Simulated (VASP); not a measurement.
# Si2Mo (fluorite type) (Fm-3m) in VASP: a series of runs

Si2Mo (fluorite type) is run at these levels: PBE; tasks: single point.

Program: VASP 6.6.1. These are calculated values, not measurements. Logs are shortened: lines on timing, memory, paths and dates and some standing lists are left out, and cuts for length are marked.

### 1 The cell of the first run

It takes space group Fm-3m (No. 225, cubic). Conventional cell: a = 4.993 Å, b = 4.993 Å, c = 4.993 Å, α = 90.00°, β = 90.00°, γ = 90.00°. Within 2.9 Å of Mo (site symmetry m-3m) lie 8 Si at 2.16 Å. Within 2.9 Å of Si (site symmetry -43m) lie 4 Mo at 2.16 Å and 6 Si at 2.50 Å.

### 2 Single point, PBE (volume scaled by 0.62)

The input, INCAR:

```
SYSTEM = Si2Mo
ALGO = Normal ; EDIFF = 1E-6
ENCUT = 520 ; GGA = PE
ISIF = 2 ; ISMEAR = -1
LASPH = .TRUE. ; LCHARG = .TRUE.
LELF = .TRUE. ; LREAL = .FALSE.
LVHAR = .TRUE. ; LWAVE = .FALSE.
NBANDS = 18 ; NELM = 60
PREC = Accurate ; SIGMA = 0.05
```

The input, KPOINTS:

```
k-points
0
G
  10 10 10
  0 0 0
```

The input, POSCAR:

```
Si2Mo
1.0
    0.0000000000      2.4963538581      2.4963538581
    2.4963538581      0.0000000000      2.4963538581
    2.4963538581      2.4963538581      0.0000000000
Mo Si
1 2
Direct
    0.0000000000      0.0000000000      0.0000000000
    0.2500000000      0.2500000000      0.2500000000
    0.7500000000      0.7500000000      0.7500000000
```

Potentials or basis: VASP PAW PBE potentials, release 64 (Mo_sv, Si).

On the command line:

```
> cat potpaw_PBE.64/Mo_sv/POTCAR potpaw_PBE.64/Si/POTCAR > POTCAR
> mpirun -np 1 vasp_std > vasp.out
```

OUTCAR:

```text
SYSTEM = Si2Mo
   EDIFF = 1E-6
   ENCUT = 520
   GGA = PE
   ISIF = 2
   ISMEAR = -1
   LASPH = .TRUE.
   LREAL = .FALSE.
   NELM = 60
   PREC = Accurate

 ion  position               nearest neighbor table
   1  0.000  0.000  0.000-   3 2.16   3 2.16   3 2.16   2 2.16   3 2.16   2 2.16   2 2.16   2 2.16

   2  0.250  0.250  0.250-   1 2.16   1 2.16   1 2.16   1 2.16   3 2.50   3 2.50   3 2.50   3 2.50
                             3 2.50   3 2.50
   3  0.750  0.750  0.750-   1 2.16   1 2.16   1 2.16   1 2.16   2 2.50   2 2.50   2 2.50   2 2.50
                             2 2.50   2 2.50

  LATTYP: Found a face centered cubic cell.
 ALAT       =     4.9927077162

  Lattice vectors:

 A1 = (   0.0000000000,   2.4963538581,   2.4963538581)
 A2 = (   2.4963538581,   0.0000000000,   2.4963538581)
 A3 = (   2.4963538581,   2.4963538581,   0.0000000000)

Analysis of symmetry for initial positions (statically):
=====================================================================
 Subroutine PRICEL returns:
 Original cell was already a primitive cell.

 Routine SETGRP: Setting up the symmetry group for a
 face centered cubic supercell.

 Subroutine GETGRP returns: Found 48 space group operations
 (whereof 48 operations were pure point group operations)
 out of a pool of 48 trial point group operations.

The static configuration has the point symmetry O_h .

Analysis of symmetry for dynamics (positions and initial velocities):
=====================================================================
 Subroutine PRICEL returns:
 Original cell was already a primitive cell.

 Routine SETGRP: Setting up the symmetry group for a
 face centered cubic supercell.

 Subroutine GETGRP returns: Found 48 space group operations
 (whereof 48 operations were pure point group operations)
 out of a pool of 48 trial point group operations.

The dynamic configuration has the point symmetry O_h .

 Subroutine INISYM returns: Found 48 space group operations
 (whereof 48 operations are pure point group operations),
 and found     1 'primitive' translations

----------------------------------------------------------------------------------------

                                     Primitive cell

  volume of cell :      31.1135

  direct lattice vectors                    reciprocal lattice vectors
     0.000000000  2.496353858  2.496353858    -0.200292117  0.200292117  0.200292117
     2.496353858  0.000000000  2.496353858     0.200292117 -0.200292117  0.200292117
     2.496353858  2.496353858  0.000000000     0.200292117  0.200292117 -0.200292117

  length of vectors
     3.530377483  3.530377483  3.530377483     0.346916124  0.346916124  0.346916124

  position of ions in fractional coordinates (direct lattice)
     0.000000000  0.000000000  0.000000000
     0.250000000  0.250000000  0.250000000
     0.750000000  0.750000000  0.750000000

  ion indices of the primitive-cell ions
   primitive index   ion index
                 1           1
                 2           2
                 3           3

----------------------------------------------------------------------------------------

 KPOINTS: k-points

Automatic generation of k-mesh.
 Grid dimensions read from file:
 generate k-points for:   10   10   10

 Generating k-lattice:

  Cartesian coordinates                     Fractional coordinates (reciprocal lattice)
    -0.020029212  0.020029212  0.020029212     0.100000000  0.000000000  0.000000000
     0.020029212 -0.020029212  0.020029212     0.000000000  0.100000000  0.000000000
     0.020029212  0.020029212 -0.020029212     0.000000000  0.000000000  0.100000000

  Length of vectors
     0.034691612  0.034691612  0.034691612

  Shift w.r.t. Gamma in fractional coordinates (k-lattice)
     0.000000000  0.000000000  0.000000000

 Subroutine IBZKPT returns following result:
 ===========================================

 Found     47 irreducible k-points:

 Following reciprocal coordinates:
            Coordinates               Weight
  0.000000  0.000000  0.000000      1.000000
  0.100000  0.000000  0.000000      8.000000
  0.200000  0.000000  0.000000      8.000000
  0.300000  0.000000  0.000000      8.000000
  0.400000  0.000000  0.000000      8.000000
  0.500000  0.000000  0.000000      4.000000
[... 16 lines left out ...]
  0.300000  0.300000  0.000000      6.000000
  0.400000  0.300000  0.000000     24.000000
 [... further k-points ...]
   k-points           NKPTS =     47   k-points in BZ     NKDIM =     47   number of bands    NBANDS=     18
   number of dos      NEDOS =    301   number of ions     NIONS =      3
   total plane-waves  NPLWV =  21952
   dimension x,y,z NGX =    28 NGY =   28 NGZ =   28
   dimension x,y,z NGXF=    56 NGYF=   56 NGZF=   56
   ions per type =               1   2
   NGX,Y,Z   is equivalent  to a cutoff of  13.19, 13.19, 13.19 a.u.
   NGXF,Y,Z  is equivalent  to a cutoff of  26.37, 26.37, 26.37 a.u.
 SYSTEM =  Si2Mo
   PREC   = accura    normal or accurate (medium, high low for compatibility)
   ISTART =      0    job   : 0-new  1-cont  2-samecut
   ICHARG =      2    charge: 1-file 2-atom 10-const
   ISPIN  =      1    spin polarized calculation?
   LNONCOLLINEAR =      F non collinear calculations
   LSORBIT =      F    spin-orbit coupling
   LASPH  =      T    aspherical Exc in radial PAW
   ENCUT  =  520.0 eV  38.22 Ry    6.18 a.u.   6.56  6.56  6.56*2*pi/ulx,y,z
   NELM   =     60;   NELMIN=  2; NELMDL= -5     # of ELM steps
   EDIFF  = 0.1E-05   stopping-criterion for ELM
   LREAL  =      F    real-space projection
   EDIFFG = 0.1E-04   stopping-criterion for IOM
   NSW    =      0    number of steps for IOM
   IBRION =     -1    ionic relax: 0-MD 1-quasi-New 2-CG
   NFREE  =      0    steps in history (QN), initial steepest desc. (CG)
   ISIF   =      2    stress and relaxation
   ISYM   =      2    0-nonsym 1-usesym 2-fastsym
   POTIM  = 0.5000    time-step for ionic-motion
   TEBEG  =    0.0;   TEEND  =   0.0 temperature during run
   PSTRESS=    0.0 pullay stress
   NELECT =      22.0000    total number of electrons
   NUPDOWN=      -1.0000    fix difference up-down
   EMIN   =  10.00;   EMAX   =-10.00  energy-range for DOS
   EFERMI =   0.00;   METHOD = LEGACY
   ISMEAR =    -1;   SIGMA  =   0.05  broadening in eV -4-tet -1-fermi 0-gaus
   EFERMI_NEDOS =   21; number of points for ismear=-14 and -15
   IALGO  =     38    algorithm
   IMIX   =      4    mixing-type and parameters
     AMIX     =   0.40;   BMIX     =  1.00
     AMIX_MAG =   1.60;   BMIX_MAG =  1.00
  volume/ion in A,a.u.               =      10.37        69.99
  Fermi-wavevector in a.u.,A,eV,Ry     =   1.458477  2.756122 28.941702  2.127155
  Thomas-Fermi vector in A             =   2.575157
   LORBIT       =      0    0 simple, 1 ext, 2 COOP (PROOUT), +10 PAW based schemes
   GGA     = PE    functional components
   LHFCALC =     F    Hartree Fock is set to
   AEXX    =    0.0000 exact exchange contribution
   IVDW    =     0    specifies the selected vdW correction
   LEPSILON=     F    determine dielectric tensor
   LRPA    =     F    only Hartree local field effects (RPA)
 non-spin polarized calculation
  energy-cutoff  :      520.00
  volume of cell :       31.11
 maximum number of plane-waves:       869
 NGX is ok and might be reduce to    28
   NGX = 13   NGY = 13   NGZ = 13

 number of electron      22.0000001 magnetization

 Free energy of the ion-electron system (eV)
  ---------------------------------------------------
  ext. energy  EPLUGINS =         0.00000000
  ---------------------------------------------------
  free energy    TOTEN  =       -14.14883039 eV

  energy without entropy =      -14.13570079  energy(sigma->0) =      -14.14226559

 E-fermi :  16.4679     XC(G=0): -13.4557

 val. band max:       16.4427300847   @ k =  -0.4000   0.4000   0.1000
 cond. band min:      16.5038875864   @ k =   0.4000   0.3000   0.0000
 fundamental gap:      0.0611575016
 Fermi energy:        16.4679110567

 k-point     1 :       0.0000    0.0000    0.0000
  band No.  band energies     occupation
      1     -43.5580      2.00000
      2     -18.1669      2.00000
      3     -18.1669      2.00000
      4     -18.1669      2.00000
      5       1.5423      2.00000
      6       9.2622      2.00000
[... 10 lines left out ...]
     17      24.7511      0.00000
     18      26.7579      0.00000

 k-point     2 :       0.1000    0.0000    0.0000
  band No.  band energies     occupation
      1     -43.5556      2.00000
      2     -18.1985      2.00000
      3     -18.1712      2.00000
      4     -18.1712      2.00000
      5       1.7665      2.00000
      6       8.9909      2.00000
[... 10 lines left out ...]
     17      23.8419      0.00000
     18      27.1291      0.00000

 k-point     3 :       0.2000    0.0000    0.0000
  band No.  band energies     occupation
      1     -43.5494      2.00000
      2     -18.2802      2.00000
      3     -18.1822      2.00000
      4     -18.1822      2.00000
      5       2.3989      2.00000
      6       8.3763      2.00000
[... 10 lines left out ...]
     17      22.3727      0.00000
     18      27.6249      0.00000

 k-point     4 :       0.3000    0.0000    0.0000
  band No.  band energies     occupation
      1     -43.5418      2.00000
      2     -18.3790      2.00000
      3     -18.1959      2.00000
      4     -18.1959      2.00000
      5       3.3107      2.00000
      6       7.7180      2.00000
[... 375 lines left out ...]
      4     -18.1950      2.00000
      5       3.6761      2.00000
      6       7.7037      2.00000
[... 10 lines left out ...]
     17      24.7032      0.00000
     18      25.4399      0.00000

 k-point    23 :       0.3000    0.3000    0.0000
  band No.  band energies     occupation
      1     -43.5365      2.00000
      2     -18.3764      2.00000
      3     -18.2407      2.00000
      4     -18.2407      2.00000
      5       4.0123      2.00000
      6       7.4262      2.00000
[... 10 lines left out ...]
     17      23.6848      0.00000
     18      24.9352      0.00000

 k-point    24 :       0.4000    0.3000    0.0000
  band No.  band energies     occupation
      1     -43.5316      2.00000
      2     -18.4190      2.00000
      3     -18.2641      2.00000
      4     -18.2536      2.00000
      5       4.8658      2.00000
      6       7.1418      2.00000
[... 10 lines left out ...]
     17      25.4247      0.00000
     18      25.5715      0.00000

 [... further k-points ...]

------------------------ aborting loop because EDIFF is reached ----------------------------------------

  FORCE on cell =-STRESS in cart. coord.  units (eV):
  Direction    XX          YY          ZZ          XY          YZ          ZX
  --------------------------------------------------------------------------------------
  -------------------------------------------------------------------------------------
  Total       32.3270985     32.3270985     32.3270985     -0.0000000     -0.0000000      0.0000000
  in kB     1664.6727602   1664.6727602   1664.6727602     -0.0000000     -0.0000000      0.0000000
  external PRESSURE =    1664.6727602 kB  Pullay stress =       0.0000000 kB

 VOLUME and BASIS-vectors are now :
 -----------------------------------------------------------------------------
  energy-cutoff  :      520.00
  volume of cell :       31.11
      direct lattice vectors                 reciprocal lattice vectors
     0.000000000  2.496353858  2.496353858    -0.200292117  0.200292117  0.200292117
     2.496353858  0.000000000  2.496353858     0.200292117 -0.200292117  0.200292117
     2.496353858  2.496353858  0.000000000     0.200292117  0.200292117 -0.200292117

 POSITION                                       TOTAL-FORCE (eV/Angst)
 -----------------------------------------------------------------------------------
      0.00000      0.00000      0.00000         0.000000      0.000000     -0.000000
      1.24818      1.24818      1.24818         0.000000      0.000000     -0.000000
      3.74453      3.74453      3.74453        -0.000000     -0.000000      0.000000
 -----------------------------------------------------------------------------------
    total drift:                               -0.000000     -0.000000      0.000000

  FREE ENERGIE OF THE ION-ELECTRON SYSTEM (eV)
  ---------------------------------------------------
  free  energy   TOTEN  =       -14.1488303949 eV

  energy  without entropy=      -14.1357007876  energy(sigma->0) =      -14.14226559
```

It took 15 s on 1 thread of AMD EPYC 9R45 (Zen 5), shared host; peak memory 0.14 GiB.

Results:

```
Free energy            : -14.1488 eV
Pressure               : 166.5 GPa
Band gap on the k mesh : zero (band 11 reaches 19.70 eV, above the bottom of band 12 at 15.60 eV)
```

Levels at points of the mesh, in eV from the Fermi level:
| k point | band 7 | band 8 | band 9 | band 10 | band 11 | band 12 | band 13 | band 14 | band 15 | band 16 |
| --- | --- | --- | --- | --- | --- | --- | --- | --- | --- | --- |
| (0.00, 0.00, 0.00) | -7.21 | -7.21 | -3.03 | -3.03 | 0.78 | 3.56 | 3.56 | 3.56 | 8.28 | 8.28 |
| (0.50, 0.00, 0.00) | -6.53 | -6.53 | -1.59 | -1.56 | -1.56 | 0.05 | 0.05 | 1.31 | 9.48 | 9.48 |
| (0.50, 0.50, 0.00) | -8.92 | -3.59 | -3.59 | -2.20 | -2.20 | -0.87 | -0.33 | 5.97 | 7.73 | 9.57 |

### 3 Single point, PBE (volume scaled by 0.72)

The input, INCAR:

```
PREC = Accurate
ENCUT = 520
EDIFF = 1E-6
ISMEAR = -1
SIGMA = 0.05
LREAL = F
LASPH = T
NELM = 80
ALGO = Normal
ISIF = 2
LWAVE = F
LCHARG = T
GGA = PE
LELF = T
LVHAR = T
NBANDS = 18
```

The input, KPOINTS:

```
Automatic mesh
0
Gamma
  10 10 10
```

The input, POSCAR:

```
Si2Mo
1.0
    0.0000000000      2.6239350589      2.6239350589
    2.6239350589      0.0000000000      2.6239350589
    2.6239350589      2.6239350589      0.0000000000
Mo Si
1 2
Direct
    0.0000000000      0.0000000000      0.0000000000
    0.2500000000      0.2500000000      0.2500000000
    0.7500000000      0.7500000000      0.7500000000
```

Potentials or basis: VASP PAW PBE potentials, release 64 (Mo_sv, Si).

On the command line:

```
> cat potpaw_PBE.64/Mo_sv/POTCAR potpaw_PBE.64/Si/POTCAR > POTCAR
> mpirun -np 1 vasp_std > vasp.out
```

OUTCAR:

```text
PREC = Accurate
   ENCUT = 520
   EDIFF = 1E-6
   ISMEAR = -1
   LREAL = F
   LASPH = T
   NELM = 80
   ISIF = 2
   GGA = PE

 ion  position               nearest neighbor table
   1  0.000  0.000  0.000-   3 2.27   3 2.27   3 2.27   2 2.27   3 2.27   2 2.27   2 2.27   2 2.27

   2  0.250  0.250  0.250-   1 2.27   1 2.27   1 2.27   1 2.27   3 2.62   3 2.62   3 2.62   3 2.62
                             3 2.62   3 2.62
   3  0.750  0.750  0.750-   1 2.27   1 2.27   1 2.27   1 2.27   2 2.62   2 2.62   2 2.62   2 2.62
                             2 2.62   2 2.62

[... 700 lines left out ...]
  Direction    XX          YY          ZZ          XY          YZ          ZX
  --------------------------------------------------------------------------------------
  -------------------------------------------------------------------------------------
  Total       19.1031084     19.1031084     19.1031084      0.0000000      0.0000000      0.0000000
  in kB      847.0818577    847.0818577    847.0818577      0.0000000      0.0000000      0.0000000
  external PRESSURE =     847.0818577 kB  Pullay stress =       0.0000000 kB

 VOLUME and BASIS-vectors are now :
 -----------------------------------------------------------------------------
  energy-cutoff  :      520.00
  volume of cell :       36.13
      direct lattice vectors                 reciprocal lattice vectors
     0.000000000  2.623935059  2.623935059    -0.190553496  0.190553496  0.190553496
     2.623935059  0.000000000  2.623935059     0.190553496 -0.190553496  0.190553496
     2.623935059  2.623935059  0.000000000     0.190553496  0.190553496 -0.190553496

 POSITION                                       TOTAL-FORCE (eV/Angst)
 -----------------------------------------------------------------------------------
      0.00000      0.00000      0.00000        -0.000000      0.000000     -0.000000
      1.31197      1.31197      1.31197         0.000000      0.000000      0.000000
      3.93590      3.93590      3.93590        -0.000000     -0.000000     -0.000000
 -----------------------------------------------------------------------------------
    total drift:                               -0.000000     -0.000000      0.000000

  FREE ENERGIE OF THE ION-ELECTRON SYSTEM (eV)
  ---------------------------------------------------
  free  energy   TOTEN  =       -17.9561944023 eV

  energy  without entropy=      -17.9397170470  energy(sigma->0) =      -17.94795572
```

It took 14 s on 1 thread of AMD EPYC 9R45 (Zen 5), shared host; peak memory 0.14 GiB.

What came out:

| Item | Value |
| --- | --- |
| Free energy | -17.9562 eV |
| Pressure | 84.7 GPa |
| Band gap on the k mesh | zero (band 11 reaches 15.91 eV, above the bottom of band 12 at 12.93 eV) |

### 4 Single point, PBE (volume scaled by 0.8)

The input, INCAR:

```
  PREC = Accurate
  ENCUT = 520
  EDIFF = 1E-7
  ISMEAR = -1
  SIGMA = 0.05
  LREAL = F
  LASPH = T
  NELM = 60
  ALGO = Normal
  ISIF = 2
  LWAVE = F
  LCHARG = T
  GGA = PE
  LELF = T
  LVHAR = T
  NBANDS = 18
```

KPOINTS is that of step 3.

The input, POSCAR:

```
Si2Mo
1.0
    0.0000000000      2.7177254361      2.7177254361
    2.7177254361      0.0000000000      2.7177254361
    2.7177254361      2.7177254361      0.0000000000
Mo Si
1 2
Direct
    0.0000000000      0.0000000000      0.0000000000
    0.2500000000      0.2500000000      0.2500000000
    0.7500000000      0.7500000000      0.7500000000
```

On the command line:

```
> cat potpaw_PBE.64/Mo_sv/POTCAR potpaw_PBE.64/Si/POTCAR > POTCAR
> mpirun -np 1 vasp_std > vasp.out
```

It took 19 s on 1 thread of AMD EPYC 9R45 (Zen 5), shared host; peak memory 0.15 GiB.

The run converged. Its results:

| Item | Value |
| --- | --- |
| Free energy | -19.5692 eV |
| Pressure | 46.6 GPa |
| Band gap on the k mesh | zero (band 11 reaches 13.55 eV, above the bottom of band 12 at 11.29 eV) |

Levels at points of the mesh, in eV from the Fermi level:
```tsv
k point	band 7	band 8	band 9	band 10	band 11	band 12	band 13	band 14	band 15	band 16
(0.00, 0.00, 0.00)	-5.55	-5.55	-1.75	-1.75	-1.04	3.89	3.89	3.89	5.90	5.90
(0.50, 0.00, 0.00)	-4.85	-4.85	-1.54	-0.79	-0.79	-0.11	-0.11	1.19	7.60	7.60
(0.50, 0.50, 0.00)	-7.60	-3.25	-3.25	-1.55	-1.55	-0.83	0.08	6.55	6.58	6.66
```

### 5 Single point, PBE (volume scaled by 0.88)

The input, INCAR:

```
ALGO = Normal
EDIFF = 1E-6
ENCUT = 520
GGA = PE
ISIF = 2
ISMEAR = -1
LASPH = T
LCHARG = F
LREAL = F
LWAVE = F
NBANDS = 18
NELM = 100
PREC = Accurate
SIGMA = 0.05
```

The input, KPOINTS:

```
k-points
0
Gamma
  10 10 10
```

The input, POSCAR:

```
Si2Mo
1.0
    0.0000000000      2.8054539270      2.8054539270
    2.8054539270      0.0000000000      2.8054539270
    2.8054539270      2.8054539270      0.0000000000
Mo Si
1 2
Direct
    0.0000000000      0.0000000000      0.0000000000
    0.2500000000      0.2500000000      0.2500000000
    0.7500000000      0.7500000000      0.7500000000
```

On the command line:

```
> cat potpaw_PBE.64/Mo_sv/POTCAR potpaw_PBE.64/Si/POTCAR > POTCAR
> mpirun -np 1 vasp_std > vasp.out
```

It took 17 s on 1 thread of AMD EPYC 9R45 (Zen 5), shared host; peak memory 0.16 GiB.

The run converged. Its results:

| Quantity | Value |
| --- | --- |
| Free energy | -20.4052 eV |
| Pressure | 21.9 GPa |
| Band gap on the k mesh | zero (band 11 reaches 11.67 eV, above the bottom of band 12 at 9.96 eV) |

Levels at points of the mesh, in eV from the Fermi level:
| k point | band 7 | band 8 | band 9 | band 10 | band 11 | band 12 | band 13 | band 14 | band 15 | band 16 |
| --- | --- | --- | --- | --- | --- | --- | --- | --- | --- | --- |
| (0.00, 0.00, 0.00) | -5.03 | -5.03 | -1.61 | -1.41 | -1.41 | 3.92 | 3.92 | 3.92 | 5.27 | 5.27 |
| (0.50, 0.00, 0.00) | -4.33 | -4.33 | -1.50 | -0.60 | -0.60 | -0.15 | -0.15 | 1.11 | 6.63 | 6.94 |
| (0.50, 0.50, 0.00) | -6.95 | -3.08 | -3.08 | -1.37 | -1.37 | -0.77 | 0.15 | 5.59 | 6.27 | 6.72 |

(Part 1 of 2 ends here.)
